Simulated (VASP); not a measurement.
ScB2, 3 atoms in the cell. Symmetry: P6/mmm, No. 191, hexagonal system. The conventional cell has a = 3.150 Å, b = 3.150 Å, c = 3.520 Å, α = 90.00°, β = 90.00°, γ = 120.00°. Sc (site symmetry 6/mmm) has 12 B at 2.53 Å and 6 Sc at 3.15 Å within 3.3 Å. Within 2.4 Å of B (site symmetry -6m2) lie 3 B at 1.82 Å. 

* Program: VASP 6.6.1
* Task: relaxation of cell and atoms
* Functional: PBEsol
* Potentials or basis: VASP PAW PBE potentials, release 64 (Sc_sv, B)
* Cutoff: 600 eV
* k mesh: 15 × 15 × 12
* Occupations: gaussian, width 0.1 eV
* Spin: no spin polarisation
* Dipole correction: no
* Further INCAR settings: ALGO = Normal; EDIFF = 1e-06; IBRION = 2; EDIFFG = -0.005; NSW = 100; ISIF = 3

Potentials or basis: VASP PAW PBE potentials, release 64 (Sc_sv, B).

Run with:

```sh
$ cat potpaw_PBE.64/Sc_sv/POTCAR potpaw_PBE.64/B/POTCAR > POTCAR
$ mpirun -np 1 vasp_std > vasp.out
```

Hardware: 1 thread of Intel(R) Xeon(R) Platinum 8488C (Sapphire Rapids), with other jobs on the host.

**Question.** Estimate the wall time of this run.

**Answer.** Wall time 3.2 min on 1 thread of Intel(R) Xeon(R) Platinum 8488C (Sapphire Rapids) (shared host), peak memory 0.24 GiB. Counts: scf iterations 48, k points 189, ion steps 9.
